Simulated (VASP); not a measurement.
# AlRu (P4mm) in VASP: further runs

Runs on AlRu. Level: PBEsol. Tasks: single point.

Program: VASP 6.6.1. These are calculated values, not measurements. Logs are shortened: lines on timing, memory, paths and dates and some standing lists are left out, and cuts for length are marked.

### Step 1. The cell of the first run

The structure is tetragonal, space group P4mm (No. 99). Conventional cell: a = 2.992 Å, b = 2.992 Å, c = 2.992 Å, α = 90.00°, β = 90.00°, γ = 90.00°. Within 3.1 Å of Al (site symmetry 4mm) lie 8 Ru at 2.36 to 2.87 Å and 6 Al at 2.99 Å. Ru (site symmetry 4mm) has 8 Al at 2.36 to 2.87 Å and 6 Ru at 2.99 Å within 3.1 Å.

### Step 2. Single point, PBEsol (atom 1 (Al) moved by (-0.450, +0.000) A along x and z)

File INCAR:

```
SYSTEM = AlRu
PREC = Accurate
ENCUT = 520
EDIFF = 1E-7
ISMEAR = 0
SIGMA = 0.15
LREAL = .False.
LASPH = .True.
NELM = 60
ALGO = Fast
ISIF = 2
LWAVE = .False.
LCHARG = .True.
GGA = PS
LELF = .True.
LVHAR = .True.
NBANDS = 16
```

File KPOINTS:

```
regular mesh
0
Gamma
  16 16 16
  0 0 0
```

File POSCAR:

```
AlRu
1.0
    2.9916000000      0.0000000000      0.0000000000
    0.0000000000      2.9916000000      0.0000000000
    0.0000000000      0.0000000000      2.9916000000
Al Ru
1 1
Direct
   -0.1504211793      0.0000000000      0.0000000000
    0.5000000000      0.5000000000      0.5000000000
```

Potentials or basis: VASP PAW PBE potentials, release 64 (Al, Ru_pv).

The run is started by

```
$ cat potpaw_PBE.64/Al/POTCAR potpaw_PBE.64/Ru_pv/POTCAR > POTCAR
$ mpirun -np 1 vasp_std > vasp.out
```

OUTCAR:

```text
SYSTEM = AlRu
   PREC = Accurate
   ENCUT = 520
   EDIFF = 1E-7
   ISMEAR = 0
   LREAL = .False.
   LASPH = .True.
   NELM = 60
   ISIF = 2
   GGA = PS

 ion  position               nearest neighbor table
   1  0.850  0.000  0.000-   2 2.36   2 2.36   2 2.36   2 2.36   2 2.87   2 2.87   2 2.87   2 2.87

   2  0.500  0.500  0.500-   1 2.36   1 2.36   1 2.36   1 2.36   1 2.87   1 2.87   1 2.87   1 2.87

  LATTYP: Found a simple cubic cell.
 ALAT       =     2.9916000000

  Lattice vectors:

 A1 = (   2.9916000000,   0.0000000000,   0.0000000000)
 A2 = (   0.0000000000,   2.9916000000,   0.0000000000)
 A3 = (   0.0000000000,   0.0000000000,   2.9916000000)

Analysis of symmetry for initial positions (statically):
=====================================================================
 Subroutine PRICEL returns:
 Original cell was already a primitive cell.

 Routine SETGRP: Setting up the symmetry group for a
 simple cubic supercell.

 Subroutine GETGRP returns: Found  8 space group operations
 (whereof  8 operations were pure point group operations)
 out of a pool of 48 trial point group operations.

The static configuration has the point symmetry C_4v.

Analysis of symmetry for dynamics (positions and initial velocities):
=====================================================================
 Subroutine PRICEL returns:
 Original cell was already a primitive cell.

 Routine SETGRP: Setting up the symmetry group for a
 simple cubic supercell.

 Subroutine GETGRP returns: Found  8 space group operations
 (whereof  8 operations were pure point group operations)
 out of a pool of 48 trial point group operations.

The dynamic configuration has the point symmetry C_4v.

 Subroutine INISYM returns: Found  8 space group operations
 (whereof  8 operations are pure point group operations),
 and found     1 'primitive' translations

----------------------------------------------------------------------------------------

                                     Primitive cell

  volume of cell :      26.7738

  direct lattice vectors                    reciprocal lattice vectors
     2.991600000  0.000000000  0.000000000     0.334269287  0.000000000  0.000000000
     0.000000000  2.991600000  0.000000000     0.000000000  0.334269287  0.000000000
     0.000000000  0.000000000  2.991600000     0.000000000  0.000000000  0.334269287

  length of vectors
     2.991600000  2.991600000  2.991600000     0.334269287  0.334269287  0.334269287

  position of ions in fractional coordinates (direct lattice)
     0.849578821  0.000000000  0.000000000
     0.500000000  0.500000000  0.500000000

  ion indices of the primitive-cell ions
   primitive index   ion index
                 1           1
                 2           2

----------------------------------------------------------------------------------------

 KPOINTS: regular mesh

Automatic generation of k-mesh.
 Grid dimensions read from file:
 generate k-points for:   16   16   16

 Generating k-lattice:

  Cartesian coordinates                     Fractional coordinates (reciprocal lattice)
     0.020891830  0.000000000  0.000000000     0.062500000  0.000000000  0.000000000
     0.000000000  0.020891830  0.000000000     0.000000000  0.062500000  0.000000000
     0.000000000  0.000000000  0.020891830     0.000000000  0.000000000  0.062500000

  Length of vectors
     0.020891830  0.020891830  0.020891830

  Shift w.r.t. Gamma in fractional coordinates (k-lattice)
     0.000000000  0.000000000  0.000000000

 Subroutine IBZKPT returns following result:
 ===========================================

 Found    405 irreducible k-points:

 Following reciprocal coordinates:
            Coordinates               Weight
  0.000000  0.000000  0.000000      1.000000
  0.062500  0.000000  0.000000      2.000000
  0.000000  0.062500  0.000000      4.000000
  0.125000  0.000000  0.000000      2.000000
  0.000000  0.125000  0.000000      4.000000
  0.187500  0.000000  0.000000      2.000000
[... 16 lines left out ...]
  0.187500  0.062500  0.000000      8.000000
  0.000000  0.187500  0.062500      8.000000
 [... further k-points ...]
   k-points           NKPTS =    405   k-points in BZ     NKDIM =    405   number of bands    NBANDS=     16
   number of dos      NEDOS =    301   number of ions     NIONS =      2
   total plane-waves  NPLWV =  13824
   dimension x,y,z NGX =    24 NGY =   24 NGZ =   24
   dimension x,y,z NGXF=    48 NGYF=   48 NGZF=   48
   ions per type =               1   1
   NGX,Y,Z   is equivalent  to a cutoff of  13.34, 13.34, 13.34 a.u.
   NGXF,Y,Z  is equivalent  to a cutoff of  26.67, 26.67, 26.67 a.u.
 SYSTEM =  AlRu
   PREC   = accura    normal or accurate (medium, high low for compatibility)
   ISTART =      0    job   : 0-new  1-cont  2-samecut
   ICHARG =      2    charge: 1-file 2-atom 10-const
   ISPIN  =      1    spin polarized calculation?
   LNONCOLLINEAR =      F non collinear calculations
   LSORBIT =      F    spin-orbit coupling
   LASPH  =      T    aspherical Exc in radial PAW
   ENCUT  =  520.0 eV  38.22 Ry    6.18 a.u.   5.56  5.56  5.56*2*pi/ulx,y,z
   NELM   =     60;   NELMIN=  2; NELMDL= -5     # of ELM steps
   EDIFF  = 0.1E-06   stopping-criterion for ELM
   LREAL  =      F    real-space projection
   EDIFFG = 0.1E-05   stopping-criterion for IOM
   NSW    =      0    number of steps for IOM
   IBRION =     -1    ionic relax: 0-MD 1-quasi-New 2-CG
   NFREE  =      0    steps in history (QN), initial steepest desc. (CG)
   ISIF   =      2    stress and relaxation
   ISYM   =      2    0-nonsym 1-usesym 2-fastsym
   POTIM  = 0.5000    time-step for ionic-motion
   TEBEG  =    0.0;   TEEND  =   0.0 temperature during run
   PSTRESS=    0.0 pullay stress
   NELECT =      17.0000    total number of electrons
   NUPDOWN=      -1.0000    fix difference up-down
   EMIN   =  10.00;   EMAX   =-10.00  energy-range for DOS
   EFERMI =   0.00;   METHOD = LEGACY
   ISMEAR =     0;   SIGMA  =   0.15  broadening in eV -4-tet -1-fermi 0-gaus
   EFERMI_NEDOS =   21; number of points for ismear=-14 and -15
   IALGO  =     68    algorithm
   IMIX   =      4    mixing-type and parameters
     AMIX     =   0.40;   BMIX     =  1.00
     AMIX_MAG =   1.60;   BMIX_MAG =  1.00
  volume/ion in A,a.u.               =      13.39        90.34
  Fermi-wavevector in a.u.,A,eV,Ry     =   1.407087  2.659009 26.938090  1.979894
  Thomas-Fermi vector in A             =   2.529382
   LORBIT       =      0    0 simple, 1 ext, 2 COOP (PROOUT), +10 PAW based schemes
   GGA     = PS    functional components
   LHFCALC =     F    Hartree Fock is set to
   AEXX    =    0.0000 exact exchange contribution
   IVDW    =     0    specifies the selected vdW correction
   LEPSILON=     F    determine dielectric tensor
   LRPA    =     F    only Hartree local field effects (RPA)
 non-spin polarized calculation
 RMM-DIIS sequential band-by-band and
 Gauss-broadening in eV      SIGMA  =   0.15
  energy-cutoff  :      520.00
  volume of cell :       26.77
 maximum number of plane-waves:       739
 NGX is ok and might be reduce to    24
   NGX = 11   NGY = 11   NGZ = 11

 number of electron      16.9999995 magnetization

 Free energy of the ion-electron system (eV)
  ---------------------------------------------------
  ext. energy  EPLUGINS =         0.00000000
  ---------------------------------------------------
  free energy    TOTEN  =       -14.76696124 eV

  energy without entropy =      -14.74840459  energy(sigma->0) =      -14.75768292

 E-fermi :  10.4924     XC(G=0): -12.6313

 val. band max:       10.4915745476   @ k =   0.1250   0.0000   0.1875
 cond. band min:      10.4959377194   @ k =   0.0625   0.3125   0.1250
 fundamental gap:      0.0043631718
 Fermi energy:        10.4924183874

 k-point     1 :       0.0000    0.0000    0.0000
  band No.  band energies     occupation
      1     -31.1569      2.00000
      2     -31.1569      2.00000
      3     -31.1131      2.00000
      4       0.9611      2.00000
      5       6.6954      2.00000
      6       6.8893      2.00000
[... 8 lines left out ...]
     15      22.7015      0.00000
     16      24.7997      0.00000

 k-point     2 :       0.0625    0.0000    0.0000
  band No.  band energies     occupation
      1     -31.1563      2.00000
      2     -31.1563      2.00000
      3     -31.1211      2.00000
      4       1.0335      2.00000
      5       6.7191      2.00000
      6       6.9169      2.00000
[... 8 lines left out ...]
     15      22.7022      0.00000
     16      24.9433      0.00000

 k-point     3 :       0.0000    0.0625    0.0000
  band No.  band energies     occupation
      1     -31.1654      2.00000
      2     -31.1563      2.00000
      3     -31.1123      2.00000
      4       1.0378      2.00000
      5       6.7242      2.00000
      6       6.9176      2.00000
[... 8 lines left out ...]
     15      22.7025      0.00000
     16      25.0526      0.00000

 k-point     4 :       0.1250    0.0000    0.0000
  band No.  band energies     occupation
      1     -31.1544      2.00000
      2     -31.1544      2.00000
      3     -31.1438      2.00000
      4       1.2481      2.00000
      5       6.7879      2.00000
      6       6.9844      2.00000
[... 8 lines left out ...]
     15      22.7946      0.00000
     16      25.4604      0.00000
[... 324 lines left out ...]
 k-point    22 :       0.0625    0.0000    0.1250
  band No.  band energies     occupation
      1     -31.1887      2.00000
      2     -31.1536      2.00000
      3     -31.1182      2.00000
      4       1.3359      2.00000
      5       6.8202      2.00000
      6       7.0306      2.00000
[... 8 lines left out ...]
     15      22.7086      0.00000
     16      25.9026      0.00000

 k-point    23 :       0.1875    0.0625    0.0000
  band No.  band energies     occupation
      1     -31.1770      2.00000
      2     -31.1597      2.00000
      3     -31.1508      2.00000
      4       1.6693      2.00000
      5       6.9206      2.00000
      6       7.0797      2.00000
[... 8 lines left out ...]
     15      23.5768      0.00000
     16      26.1583      0.00000

 k-point    24 :       0.0000    0.1875    0.0625
  band No.  band energies     occupation
      1     -31.2244      2.00000
      2     -31.1597      2.00000
      3     -31.1064      2.00000
      4       1.7064      2.00000
      5       6.9248      2.00000
      6       7.1321      2.00000
[... 8 lines left out ...]
     15      22.9873      0.00000
     16      26.9293      0.00000

 [... further k-points ...]

------------------------ aborting loop because EDIFF is reached ----------------------------------------

  FORCE on cell =-STRESS in cart. coord.  units (eV):
  Direction    XX          YY          ZZ          XY          YZ          ZX
  --------------------------------------------------------------------------------------
  -------------------------------------------------------------------------------------
  Total        0.0724067      2.8063191      2.8063191      0.0000000      0.0000000      0.0000000
  in kB        4.3329036    167.9333937    167.9333937      0.0000000      0.0000000      0.0000000
  external PRESSURE =     113.3998970 kB  Pullay stress =       0.0000000 kB

 VOLUME and BASIS-vectors are now :
 -----------------------------------------------------------------------------
  energy-cutoff  :      520.00
  volume of cell :       26.77
      direct lattice vectors                 reciprocal lattice vectors
     2.991600000  0.000000000  0.000000000     0.334269287  0.000000000  0.000000000
     0.000000000  2.991600000  0.000000000     0.000000000  0.334269287  0.000000000
     0.000000000  0.000000000  2.991600000     0.000000000  0.000000000  0.334269287

 POSITION                                       TOTAL-FORCE (eV/Angst)
 -----------------------------------------------------------------------------------
      2.54160      0.00000      0.00000         3.257145      0.000000      0.000000
      1.49580      1.49580      1.49580        -3.257145     -0.000000     -0.000000
 -----------------------------------------------------------------------------------
    total drift:                                0.000136     -0.000000      0.000000

  FREE ENERGIE OF THE ION-ELECTRON SYSTEM (eV)
  ---------------------------------------------------
  free  energy   TOTEN  =       -14.7669612387 eV

  energy  without entropy=      -14.7484045919  energy(sigma->0) =      -14.75768292
```

It took 2.2 min on 1 thread of AMD EPYC 7R43 (Zen 3), shared host; peak memory 0.24 GiB.

Results:

```yaml
Free_energy: -14.7670 eV
Pressure: 11.3 GPa
Largest_force: 3.257 eV/Å
```

Forces in eV/Å, atoms in the order of the input:
```
Al   3.257  0.000  0.000
Ru  -3.257  0.000  0.000
```

Caveat: the cell differs from its parent crystal (atom 1 (Al) moved by (-0.450, +0.000) A along x and z); the PAW data sets were made with another functional, which shifts forces and pressure a little.

(Continued in part 2 of 2.)
